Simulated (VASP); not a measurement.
## Zr: single point with HSE06

Zr:

```xyz
1
Lattice="-1.7731 1.7731 1.7731 1.7731 -1.7731 1.7731 1.7731 1.7731 -1.7731" Properties=species:S:1:pos:R:3 pbc="T T T"
Zr    0.0000    0.0000    0.0000
```

- Program: VASP 6.6.1
- Task: single point
- Functional: HSE06
- Potentials or basis: VASP PAW PBE potentials, release 64 (Zr_sv)
- Cutoff: 400 eV
- k mesh: 6 × 6 × 6
- Occupations: fermi-dirac, width 0.05 eV
- Spin: no spin polarisation
- Dipole correction: no
- Grid for exact exchange (PRECFOCK): Normal
- Further INCAR settings: ALGO = Normal; EDIFF = 1e-06; NBANDS = 12
- Screening parameter: 0.2079 1/Å

```json
{
  "Pressure": "1.5 GPa",
  "Band gap on the k mesh": "zero (band 6 reaches 10.88 eV, above the bottom of band 7 at 8.40 eV)"
}
```

Levels at points of the mesh, in eV from the Fermi level:
| k point | band 2 | band 3 | band 4 | band 5 | band 6 | band 7 | band 8 | band 9 | band 10 | band 11 |
| --- | --- | --- | --- | --- | --- | --- | --- | --- | --- | --- |
| (0.00, 0.00, 0.00) | -28.14 | -28.14 | -28.14 | -6.46 | 1.62 | 1.62 | 1.62 | 4.36 | 4.36 | 13.22 |
| (0.50, 0.00, 0.00) | -29.38 | -28.50 | -28.15 | -3.47 | -0.75 | 1.64 | 4.38 | 5.10 | 7.49 | 10.71 |
| (0.50, 0.50, 0.50) | -28.95 | -28.95 | -28.95 | -3.32 | -3.32 | 6.73 | 6.73 | 6.73 | 8.26 | 8.26 |

It took 5 min on 1 thread of AMD EPYC 9R45 96-Core Processor (Zen 5), with other jobs on the host, peak memory 0.2 GiB.

Caveat: the k points lie up to 0.42 Å⁻¹ apart; the PAW data sets were made with another functional, which shifts forces and pressure a little.
